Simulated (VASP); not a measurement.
A run of VASP 6.6.1 is set up as follows.

Contents of INCAR:

```
SYSTEM = SiAg2As2
ALGO = Normal
EDIFF = 1E-6
ENCUT = 520
GGA = PE
ISIF = 2
ISMEAR = 0
LASPH = .True.
LCHARG = .False.
LREAL = .False.
LWAVE = .False.
NBANDS = 26
NELM = 60
PREC = Accurate
SIGMA = 0.1
```

KPOINTS

```
k-points
0
Gamma
  6 6 2
  0 0 0
```

The input POSCAR:

```
SiAg2As2
1.0
    4.7412924198     -0.0000000036      0.0000000000
   -2.3706462068      4.1060796841      0.0000000000
    0.0000000000      0.0000000000      7.5432020970
Si Ag As
1 2 2
Direct
    0.0000000000      0.0000000000      0.0000000000
    0.0000000000      0.0000000000      0.3233460891
    0.0000000000      0.0000000000      0.6766539109
    0.3333333333      0.6666666667      0.0000000000
    0.6666666667      0.3333333333      0.0000000000
```

Potentials or basis: VASP PAW PBE potentials, release 64 (Si, Ag, As).

Launch:

```sh
$ cat potpaw_PBE.64/Si/POTCAR potpaw_PBE.64/Ag/POTCAR potpaw_PBE.64/As/POTCAR > POTCAR
$ mpirun -np 1 vasp_std > vasp.out
```

(1) Estimate the pressure.

(2) Estimate the band gap on the k mesh.

(3) Estimate the largest force.

## Answers

(1) -0.1 GPa.

(2) zero (band 18 reaches 3.47 eV, above the bottom of band 19 at 0.97 eV).

(3) 0.017 eV/Å.

Caveat: the k points lie up to 0.42 Å⁻¹ apart.
